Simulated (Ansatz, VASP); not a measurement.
One calculation of ZnS, two programs

```xyz
32
Lattice="-5.4423 5.4423 -5.4423 5.4423 -5.4423 -5.4423 -5.4423 -5.4423 5.4423" Properties=species:S:1:pos:R:3 pbc="T T T"
Zn   -2.7212    0.0000   -2.7212
Zn   -2.7212   -2.7212    0.0000
Zn   -2.7212   -5.4423    2.7212
Zn   -5.4423    2.7212   -2.7212
Zn   -2.7212    2.7212   -5.4423
Zn   -5.4423    0.0000    0.0000
Zn   -5.4423   -2.7212    2.7212
Zn    2.7212   -5.4423   -2.7212
Zn   -5.4423   -5.4423   -5.4423
Zn   -2.7212   -2.7212   -5.4423
Zn   -2.7212   -5.4423   -2.7212
Zn    0.0000   -2.7212   -2.7212
Zn    2.7212   -2.7212   -5.4423
Zn    0.0000   -5.4423    0.0000
Zn   -5.4423   -2.7212   -2.7212
Zn    0.0000    0.0000   -5.4423
S    -4.0817    1.3606   -1.3606
S    -4.0817   -1.3606    1.3606
S    -4.0817   -4.0817    4.0817
S    -1.3606   -1.3606   -6.8029
S    -4.0817    4.0817   -4.0817
S    -1.3606   -4.0817   -4.0817
S    -1.3606   -6.8029   -1.3606
S     1.3606   -4.0817   -1.3606
S     4.0817   -4.0817   -4.0817
S    -4.0817   -1.3606   -4.0817
S    -4.0817   -4.0817   -1.3606
S    -1.3606   -1.3606   -1.3606
S     1.3606   -1.3606   -4.0817
S    -1.3606   -4.0817    1.3606
S    -6.8029   -1.3606   -1.3606
S    -1.3606    1.3606   -4.0817
```

Alike in both runs: task single point; functional PBE; k mesh 3 × 3 × 3; occupations gaussian, width 0.01 eV; no spin polarisation.

|  | VASP | Ansatz |
| --- | --- | --- |
| version | VASP 6.6.1 | Ansatz 0.2.0 |
| potentials or method | VASP PAW PBE potentials, release 64 (Zn, S), cutoff 500 eV | scalar-relativistic, plane waves, PAW |
| valence electrons in the cell | 288 | 288 |

Ansatz gave:

* gap on the k mesh at the Fermi level (eV): 2.02
* least direct gap on the mesh (eV): 2.02
* pressure (GPa): 0.0

Which values does VASP return?

gap on the k mesh at the Fermi level (eV): 2.02; least direct gap on the mesh (eV): 2.02; pressure (GPa): 0.2.
